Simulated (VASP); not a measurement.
Crystal: MgC2.

```xyz
6
Lattice="3.9508 0.0000 0.0000 0.0000 3.9508 0.0000 0.0000 0.0000 4.9871" Properties=species:S:1:pos:R:3 pbc="T T T"
Mg    1.9754    1.9754    0.0000
Mg    0.0000    0.0000    2.4935
C     3.5069    3.5069    0.0000
C     2.4192    1.5315    2.4935
C     0.4439    0.4439    0.0000
C     1.5315    2.4192    2.4935
```

```yaml
Program: VASP 6.6.1
Task: relaxation of cell and atoms
Functional: LDA
Potentials_or_basis: VASP PAW LDA potentials, release 64 (Mg_sv, C)
Cutoff: 840 eV
k_mesh: 6 × 6 × 5
Occupations: gaussian, width 0.02 eV
Spin: no spin polarisation
```

At the start: pressure -5.4 GPa; volume 12.97 Å³/atom.

Q: How do energy, volume and symmetry change on relaxing?

A: Over 13 steps the energy falls by 12.6 meV/atom and the volume is 12.16 Å³/atom (-6.3 %); space group P4_2/mnm (No. 136, to 0.1 Å) before and after.

Step by step:
| step | energy change (eV) | largest force (eV/Å) | pressure (GPa) | volume (Å³) |
| --- | --- | --- | --- | --- |
| 1 | 0.0000 | 0.4211 | -5.44 | 77.84 |
| 2 | 0.2522 | 5.8596 | 8.88 | 72.98 |
| 3 | -0.0265 | 0.8258 | -2.51 | 76.64 |
| 4 | -0.0717 | 0.2095 | -0.04 | 73.24 |
| 5 | -0.0722 | 0.1173 | -0.29 | 73.53 |
| 6 | -0.0722 | 0.2872 | 0.79 | 73.08 |
| 7 | -0.0729 | 0.0865 | 0.25 | 73.30 |
| 8 | -0.0740 | 0.0162 | 0.30 | 73.11 |
| 9 | -0.0746 | 0.1123 | 0.41 | 72.76 |
| 10 | -0.0747 | 0.0832 | 0.39 | 72.84 |
| 11 | -0.0752 | 0.0717 | 0.52 | 72.85 |
| 12 | -0.0752 | 0.0830 | 0.53 | 72.85 |
| 13 | -0.0755 | 0.0099 | 0.27 | 72.93 |

Final structure:
```
Mg C
1.0
     3.88320    0.00000    0.00000
     0.00000    3.88320    0.00000
     0.00000    0.00000    4.83666
Mg C
2 4
Direct
  0.50000 0.50000 0.00000
  0.00000 0.00000 0.50000
  0.88663 0.88663 0.00000
  0.61337 0.38663 0.50000
  0.11337 0.11337 0.00000
  0.38663 0.61337 0.50000
```
